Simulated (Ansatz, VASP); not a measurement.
## Two plane-wave programs on Al3GaAs4

```
Al Ga As
1.0
     4.07610    0.00009   -0.00012
     0.00006    4.07233   -0.00073
    -0.00039   -0.00371   11.33820
Al Ga As
3 1 4
Direct
  0.99994 0.99998 0.74973
  0.00007 0.00004 0.25032
  0.49994 0.50012 0.49998
  0.49998 0.50020 0.00000
  0.50001 0.00001 0.87393
  0.00002 0.49991 0.12609
  0.50003 0.99993 0.37507
  0.00001 0.49981 0.62488
```

Change from the starting cell: cell x1, atoms moved at random (sigma 0.15 Å) and cell strained at random (1.5 %), then relaxed without symmetry.

Alike in both runs: functional PBE; k mesh 4 × 4 × 1; occupations gaussian, width 0.1 eV; no spin polarisation.

Ansatz relaxed the structure, and its values are those at the end. VASP's run is a single point on that final structure, the one shown.

```csv
,VASP,Ansatz
version,VASP 6.6.1,Ansatz 0.2.0
potentials or method,"VASP PAW PBE potentials, release 64 (Al, Ga_d, As), cutoff 520 eV","scalar-relativistic, plane waves, PAW"
valence electrons in the cell,42,82
```

|  | VASP | Ansatz | Ansatz less VASP |
| --- | --- | --- | --- |
| gap on the k mesh at the Fermi level (eV) | 1.23 | 1.23 | -0.002 |
| least direct gap on the mesh (eV) | 1.23 | 1.23 | -0.002 |
| pressure (GPa) | 0.2 | 0.1 | -0.16 |
| rms of the force components (eV/Å) | 0.004 | 0.004 | -0.0005 |

VASP's potentials hold 42 valence electrons a cell and Ansatz's 82, so a difference there can come from the potentials and not from the codes.

The k mesh is coarse, so the values compare programs but aren't converged.
